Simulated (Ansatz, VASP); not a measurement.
Two plane-wave programs on InGaN

```xyz
3
Lattice="2.9492 0.0000 0.0000 0.0000 2.9492 0.0000 0.0000 0.0000 5.8101" Properties=species:S:1:pos:R:3 pbc="T T T"
In    0.0000    0.0000    2.9051
Ga    1.4746    1.4746    0.0000
N     0.0000    0.0000    0.0000
```

Alike in both runs: functional PBE; k mesh 16 × 16 × 8; occupations gaussian, width 0.1 eV; no spin polarisation.

Ansatz relaxed the structure, and its values are those at the end. VASP's run is a single point on that final structure, the one shown.

|  | VASP | Ansatz |
| --- | --- | --- |
| version | VASP 6.6.1 | Ansatz 0.2.0 |
| potentials or method | VASP PAW PBE potentials, release 64 (In_d, Ga_d, N), cutoff 520 eV | scalar-relativistic, plane waves, PAW |
| valence electrons in the cell | 31 | 31 |

Ansatz gave:

```
gap on the k mesh at the Fermi level (eV) : none
pressure (GPa)                            : 0.0
```

Q: Which values does VASP return?

A: gap on the k mesh at the Fermi level (eV): none; pressure (GPa): 0.2.

A gap of «none» marks a metal or a gap that the smearing closes.
